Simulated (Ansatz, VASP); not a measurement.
Ti: VASP beside Ansatz

File INCAR:

```
SYSTEM = Ti
ALGO = Normal
EDIFF = 1E-6
ENCUT = 500
GGA = PE
GGA_COMPAT = .FALSE.
ISIF = 2
ISMEAR = 0
LASPH = .TRUE.
LCHARG = .FALSE.
LREAL = .FALSE.
LWAVE = .FALSE.
NBANDS = 25
NELM = 120
PREC = Accurate
SIGMA = 0.15
```

File KPOINTS:

```
k-points
0
G
  12 12 14
  0 0 0
```

File POSCAR:

```
Ti
1.0
    4.5790987804      0.0000000000      0.0000000000
   -2.2895493902      3.9656158702      0.0000000000
    0.0000000000      0.0000000000      2.8317615649
Ti
3
Direct
   -0.0329104060      0.0000000000      0.0000000000
    0.3497885363      0.6666666667      0.4491482610
    0.6831218697      0.3333333333      0.5508517390
```

Input for Ansatz:

```yaml
crystal:
  lattice:
    - [4.5790987804, 0.0, 0.0]
    - [-2.2895493902, 3.9656158702, 0.0]
    - [0.0, 0.0, 2.8317615649]
  atoms:
    - { symbol: Ti, position: [-0.032910406, 0.0, 0.0] }
    - { symbol: Ti, position: [0.3497885363, 0.6666666667, 0.449148261] }
    - { symbol: Ti, position: [0.6831218697, 0.3333333333, 0.550851739] }
basis:
  ecutwfc: 520.0
kpoints:
  mp_grid: { grid: [12, 12, 14] }
hamiltonian:
  xc: pbe
  pseudopotentials: { kind: paw, azcp: { folder: soft_1 } }
scf:
  occupations: { method: gaussian, width: 0.15 }
output:
  forces: true
  stress: true
  eigenvalues: true
```

Change from the starting cell: mode 4 frozen in at -0.144 Å and mode 5 at -0.151 Å (largest displacements).

Alike in both runs: task single point; functional PBE; k mesh 12 × 12 × 14; occupations gaussian, width 0.15 eV; no spin polarisation.

|  | VASP | Ansatz |
| --- | --- | --- |
| version | VASP 6.6.1 | Ansatz 0.2.0 |
| potentials or method | VASP PAW PBE potentials, release 64 (Ti_sv), cutoff 500 eV | scalar-relativistic, plane waves, PAW |
| valence electrons in the cell | 36 | 36 |

Ansatz gave:

```
gap on the k mesh at the Fermi level (eV)                     : none
pressure (GPa)                                                : 1.4
traceless stress, the component that is largest in VASP (GPa) : 0.72
rms of the force components (eV/Å)                            : 0.399
```

Estimate VASP's values.

gap on the k mesh at the Fermi level (eV): none; pressure (GPa): 1.3; traceless stress, the component that is largest in VASP (GPa): 0.72; rms of the force components (eV/Å): 0.396.

Atom by atom the forces differ by 0.003 eV/Å (rms over components). A gap of «none» marks a metal or a gap that the smearing closes. With one functional, cell and mesh, what is left measures potentials, basis and numerics.
